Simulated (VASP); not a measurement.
Input of a VASP 6.6.1 run:

File POSCAR:

```
Re
1.0
    2.7420971590      0.0000000000      0.0000000000
   -1.3710485795      2.3747257993      0.0000000000
    0.0000000000      0.0000000000      4.4359817717
Re
2
Direct
    0.3333333333      0.6666666667      0.2500000000
    0.6666666667      0.3333333333      0.7500000000
```

The input INCAR.step1:

```
  ALGO = Normal
  EDIFF = 1E-4
  ENCUT = 520
  GGA = PE
  ISMEAR = -1
  LASPH = True
  LCHARG = False
  LREAL = False
  LWAVE = True
  NBANDS = 14
  NELM = 60
  PREC = Accurate
  SIGMA = 0.08
```

Contents of INCAR.step2:

```
  ALGO = Normal
  EDIFF = 1E-8
  ENCUT = 520
  ISIF = 2
  ISMEAR = -1
  ISTART = 1
  LASPH = True
  LCHARG = False
  LEFG = True
  LMIXTAU = True
  LREAL = False
  LWAVE = False
  METAGGA = R2SCAN
  NBANDS = 14
  NELM = 60
  PREC = Accurate
  SIGMA = 0.08
```

Contents of KPOINTS:

```
k-points
0
Gamma
  14 14 8
```

Potentials or basis: VASP PAW PBE potentials, release 64 (Re).

The run is started by

```bash
$ cat potpaw_PBE.64/Re/POTCAR > POTCAR
$ cp INCAR.step1 INCAR
$ mpirun -np 1 vasp_std > vasp.out
$ cp INCAR.step2 INCAR
$ mpirun -np 1 vasp_std > vasp.out
```

(1) What does it give for the pressure?

(2) Estimate the band gap on the k mesh.

Answers

(1) 7.4 GPa.

(2) zero (band 7 reaches 9.60 eV, above the bottom of band 8 at 6.11 eV).

Caveat: without QUAD_EFG the Cq values of the log hold for a quadrupole moment of 1 mb, not for the nuclei; the PAW data sets were made with another functional, which shifts forces and pressure a little; spin-orbit coupling is left out, which moves the levels of the heavy elements.
